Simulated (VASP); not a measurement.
Crystal: Be2ZnSe3.

```
Be Zn Se
1.0
     3.72362   -0.04456    0.07320
     0.08912   -7.58071    0.03363
    -2.04174    1.95367   -8.11371
Be Zn Se
4 2 6
Direct
  0.65870 0.84737 0.33933
  0.66457 0.33114 0.34216
  0.32887 0.66158 0.66032
  0.33812 0.16011 0.65335
  0.99892 0.49496 0.99892
  0.99938 0.00139 0.00103
  0.09072 0.80035 0.18448
  0.09298 0.29436 0.18553
  0.74743 0.61920 0.49394
  0.75091 0.12707 0.50908
  0.40132 0.96402 0.81722
  0.42807 0.44847 0.81464
```

| Property | Result |
| --- | --- |
| Program | VASP 6.6.1 |
| Task | relaxation of cell and atoms |
| Functional | PBE |
| Potentials or basis | VASP PAW PBE potentials, release 64 (Be, Zn, Se) |
| Cutoff | 600 eV |
| k mesh | 4 × 2 × 4 |
| Occupations | gaussian, width 0.1 eV |
| Spin | no spin polarisation |

At the start: pressure 2.2 GPa; volume 18.97 Å³/atom.

Where does the relaxation end?

Over 14 steps the energy falls by 33.2 meV/atom and the volume is 19.38 Å³/atom (+2.2 %); space group I-4m2 (No. 119, to 0.05 Å).

Step by step:
```
step  energy change (eV)  largest force (eV/Å)  pressure (GPa)  volume (Å³)
   1              0.0000                1.4232            2.25       227.64
   2             -0.3073                0.5289           -0.96       236.42
   3             -0.3073                0.5334           -0.93       236.29
   4             -0.3673                0.2777           -0.21       233.51
   5             -0.3812                0.1944            0.37       231.40
   6             -0.3928                0.0994            0.01       232.57
   7             -0.3935                0.0780           -0.11       232.96
   8             -0.3960                0.0428           -0.02       232.64
   9             -0.3964                0.0465            0.03       232.48
  10             -0.3971                0.0346            0.00       232.57
  11             -0.3977                0.0455           -0.05       232.74
  12             -0.3982                0.0308           -0.01       232.60
  13             -0.3985                0.0254            0.05       232.40
  14             -0.3987                0.0163            0.00       232.57
```

Final structure:
```
CELL_PARAMETERS angstrom
3.79202 -0.00009 0.00066
0.00101 -7.58355 0.00009
-1.89872 1.89729 -8.08788
ATOMIC_POSITIONS crystal
Be 0.67172 0.83596 0.34439
Be 0.67154 0.33601 0.34417
Be 0.32757 0.66389 0.65595
Be 0.32781 0.16398 0.65558
Zn 0.00291 0.50015 0.99996
Zn 0.99890 0.99990 0.00004
Se 0.09536 0.79790 0.19158
Se 0.09526 0.29797 0.19138
Se 0.74958 0.62493 0.50018
Se 0.74991 0.12495 0.49987
Se 0.40324 0.95224 0.80845
Se 0.40621 0.45211 0.80846
```

Caveat: the k points lie up to 0.43 Å⁻¹ apart in the final cell.
